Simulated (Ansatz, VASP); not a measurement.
# Si2Sn5: VASP beside Ansatz

```xyz
7
Lattice="5.1050 0.0000 0.0000 -2.5525 4.4210 0.0000 0.0000 0.0000 8.9276" Properties=species:S:1:pos:R:3 pbc="T T T"
Si    0.0000    2.9473    0.0000
Si    2.5525    1.4737    0.0000
Sn    0.0000    2.9473    6.1432
Sn    0.0000    2.9473    2.7844
Sn    2.5525    1.4737    2.7844
Sn    2.5525    1.4737    6.1432
Sn    0.0000    0.0000    4.4638
```

Alike in both runs: task single point; functional PBE; k mesh 6 × 6 × 2; occupations gaussian, width 0.1 eV; no spin polarisation.

|  | VASP | Ansatz |
| --- | --- | --- |
| version | VASP 6.6.1 | Ansatz 0.2.0 |
| potentials or method | VASP PAW PBE potentials, release 64 (Si, Sn_d), cutoff 500 eV | scalar-relativistic, plane waves, PAW |
| valence electrons in the cell | 78 | 78 |

|  | VASP | Ansatz | Ansatz less VASP |
| --- | --- | --- | --- |
| gap on the k mesh at the Fermi level (eV) | none | none | - |
| pressure (GPa) | -0.4 | -0.3 | +0.04 |
| traceless stress, the component that is largest in VASP (GPa) | -0.36 | -0.36 | 0.000 |
| rms of the force components (eV/Å) | 0.108 | 0.108 | -0.0002 |

Atom by atom the forces differ by 0.000 eV/Å (rms over components). A gap of «none» marks a metal or a gap that the smearing closes.
